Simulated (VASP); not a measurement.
Runs of VASP 6.6.1 on TiO2. The structure is that of space group I4_1/amd (No. 141), or close to it. The cells are those of the table. 

```tsv
cell	gap on the mesh (eV)	pressure (GPa)	largest force (eV/Å)
a = 5.425 Å, angles 138.8, 138.8, 59.7°, 6 atoms	2.80	14.0	1.02
a = 6.154 Å, angles 143.9, 143.9, 52.0°, 6 atoms	2.38	-13.8	0.82
a = 6.236 Å, angles 144.4, 144.4, 51.3°, 6 atoms	2.34	(a)	0.81
a = 5.110 Å, angles 136.1, 136.1, 63.8°, 6 atoms	2.99	(b)	4.30
a = 4.955 Å, angles 134.7, 134.7, 66.0°, 6 atoms	2.98	69.1	7.12
a = 5.266 Å, angles 137.5, 137.5, 61.7°, 6 atoms	2.91	27.3	2.34
```

Alike in all rows: task single point; level PBE+U; potentials or basis VASP PAW PBE potentials, release 64 (Ti_sv, O); no spin polarisation; Ti d U = 4.0 eV; k mesh 8 × 8 × 8; cutoff (eV) 520; smearing gaussian 0.05 eV.

Fill in the values left out.

(a) -15.1; (b) 45.1.

Caveats: the cell stands under pressure (at least some runs); forces of over 1 eV/Å act on the atoms, so gaps and moduli don't describe the material at rest (at least some runs); the cell stands under tension (at least some runs).

A k mesh can miss the band edges.
